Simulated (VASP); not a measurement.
A run of VASP 6.6.1 is set up as follows.

File POSCAR:

```
W
1.0
    2.7407020000      0.0000000000      0.0000000000
   -0.9135673047      2.5839586360      0.0000000000
   -0.9135673047     -1.2919792573      2.2377738561
W
1
Direct
    0.0000000000      0.0000000000      0.0000000000
```

The input INCAR.step1:

```
  ALGO = Normal
  EDIFF = 1E-4
  ENCUT = 520
  GGA = PE
  ISMEAR = -1
  LASPH = T
  LCHARG = F
  LREAL = F
  LWAVE = T
  NBANDS = 13
  NELM = 80
  PREC = Accurate
  SIGMA = 0.1
```

File INCAR.step2:

```
  ALGO = Normal
  EDIFF = 1E-7
  ENCUT = 520
  ISIF = 2
  ISMEAR = -1
  ISTART = 1
  LASPH = T
  LCHARG = F
  LMIXTAU = T
  LREAL = F
  LWAVE = F
  METAGGA = R2SCAN
  NBANDS = 13
  NELM = 80
  PREC = Accurate
  SIGMA = 0.1
```

Contents of KPOINTS:

```
k-points
0
Gamma
  12 12 12
```

Potentials or basis: VASP PAW PBE potentials, release 64 (W_sv).

The run is started by

```sh
$ cat potpaw_PBE.64/W_sv/POTCAR > POTCAR
$ cp INCAR.step1 INCAR
$ mpirun -np 1 vasp_std > vasp.out
$ cp INCAR.step2 INCAR
$ mpirun -np 1 vasp_std > vasp.out
```

Q: Predict the pressure.

A: 2.6 GPa.

Q: What does it give for the band gap on the k mesh?

A: Zero (band 7 reaches 16.63 eV, above the bottom of band 8 at 10.01 eV).

Caveat: the PAW data sets were made with another functional, which shifts forces and pressure a little; spin-orbit coupling is left out, which moves the levels of the heavy elements.
